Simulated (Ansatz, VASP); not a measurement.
# Two plane-wave programs on Si4B

```xyz
5
Lattice="-2.5959 2.5959 2.5959 2.5959 -2.5959 2.5959 2.5959 2.5959 -2.5959" Properties=species:S:1:pos:R:3 pbc="T T T"
Si    1.2980    1.2980   -1.2980
Si    1.2980   -1.2980    1.2980
Si   -1.2980    1.2980    1.2980
Si    1.2980    1.2980    1.2980
B     0.0000    0.0000    0.0000
```

Change from the starting cell: species swapped into the CrGa4 type (Im-3m, No. 229).

Alike in both runs: task relaxation of cell and atoms; functional PBE; k mesh 10 × 10 × 10; occupations gaussian, width 0.1 eV; no spin polarisation.

|  | VASP | Ansatz |
| --- | --- | --- |
| version | VASP 6.6.1 | Ansatz 0.2.0 |
| potentials or method | VASP PAW PBE potentials, release 64 (Si, B), cutoff 600 eV | scalar-relativistic, plane waves, PAW |
| valence electrons in the cell | 19 | 19 |

Ansatz gave:

| Quantity | Value |
| --- | --- |
| gap on the k mesh at the Fermi level, each at its own relaxed structure (eV) | none |
| relaxed volume (Å³/atom) | 13.79 |
| relaxed cell length with the largest relative difference (Å) | 4.475 |

Q: Estimate VASP's values.

A: gap on the k mesh at the Fermi level, each at its own relaxed structure (eV): none; relaxed volume (Å³/atom): 13.79; relaxed cell length with the largest relative difference (Å): 4.474.

A gap of «none» marks a metal or a gap that the smearing closes.
